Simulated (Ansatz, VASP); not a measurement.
GaSb in VASP and in Ansatz

INCAR

```
SYSTEM = GaSb
PREC = Accurate ; ENCUT = 500
EDIFF = 1E-6 ; ISMEAR = 0
SIGMA = 0.05 ; LREAL = .False.
LASPH = .True. ; NELM = 120
ALGO = Normal ; ISIF = 2
LWAVE = .False. ; LCHARG = .False.
GGA = PE ; IVDW = 12
NBANDS = 16 ; GGA_COMPAT = .False.
```

KPOINTS

```
Automatic mesh
0
Gamma
  6 6 6
  0 0 0
```

The input POSCAR:

```
GaSb
1.0
    0.0000000000      3.1069891721      3.1069891721
    3.1069891721      0.0000000000      3.1069891721
    3.1069891721      3.1069891721      0.0000000000
Ga Sb
1 1
Direct
    0.0000000000      0.0000000000      0.0000000000
    0.7500000000      0.7500000000      0.7500000000
```

Input for Ansatz:

```yaml
crystal:
  lattice:
    - [0.0, 3.1069891721, 3.1069891721]
    - [3.1069891721, 0.0, 3.1069891721]
    - [3.1069891721, 3.1069891721, 0.0]
  atoms:
    - { symbol: Ga, position: [0.0, 0.0, 0.0] }
    - { symbol: Sb, position: [0.75, 0.75, 0.75] }
basis:
  ecutwfc: 420
  ecutrho_ratio: 4
kpoints:
  mp_grid: { grid: [6, 6, 6] }
hamiltonian:
  xc: pbe
  dispersion: d3bj
scf:
  occupations: { method: gaussian, width: 0.05 }
output:
  forces: true
  stress: true
  eigenvalues: true
```

Alike in both runs: task single point; functional PBE; dispersion D3(BJ); k mesh 6 × 6 × 6; occupations gaussian, width 0.05 eV; no spin polarisation.

```csv
,VASP,Ansatz
version,VASP 6.6.1,Ansatz 0.2.0
potentials or method,"VASP PAW PBE potentials, release 64 (Ga_d, Sb), cutoff 500 eV","scalar-relativistic, plane waves, PAW"
valence electrons in the cell,18,28
```

VASP gave:

| Property | Result |
| --- | --- |
| gap on the k mesh at the Fermi level (eV) | none |
| pressure (GPa) | -1.7 |

What did Ansatz give for the same quantities?

gap on the k mesh at the Fermi level (eV): none; pressure (GPa): -1.8.

A gap of «none» marks a metal or a gap that the smearing closes. VASP's potentials hold 18 valence electrons a cell and Ansatz's 28, so a difference there can come from the potentials and not from the codes.

Spin-orbit coupling is off throughout.
